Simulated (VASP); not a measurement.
Here is a VASP 6.6.1 calculation.

The input INCAR:

```
SYSTEM = C
PREC = Accurate
ENCUT = 520
EDIFF = 1E-7
ISMEAR = 0
SIGMA = 0.01
LREAL = .FALSE.
LASPH = .TRUE.
NELM = 60
ALGO = Normal
ISIF = 2
LWAVE = .FALSE.
LCHARG = .TRUE.
GGA = PS
LELF = .TRUE.
LVHAR = .TRUE.
NBANDS = 11
```

The input KPOINTS:

```
regular mesh
0
G
  12 12 12
  0 0 0
```

Contents of POSCAR:

```
C
1.0
    1.7742848629      1.7742848629      0.0000000000
   -1.7742848629      1.7742848629      0.0000000000
    0.0000000000      1.7742848629      1.7742848629
C
2
Direct
    0.5000000000      0.5000000000      0.0000000000
    0.7500000000      0.2500000000      0.5000000000
```

Potentials or basis: VASP PAW PBE potentials, release 64 (C).

The run is started by

```bash
$ cat potpaw_PBE.64/C/POTCAR > POTCAR
$ mpirun -np 1 vasp_std > vasp.out
```

Q: Predict the pressure.

A: 3.1 GPa.

Q: Estimate the band gap on the k mesh.

A: 4.07 eV, indirect (least direct gap 5.58 eV).

Caveat: the PAW data sets were made with another functional, which shifts forces and pressure a little. A k mesh can miss the band edges.
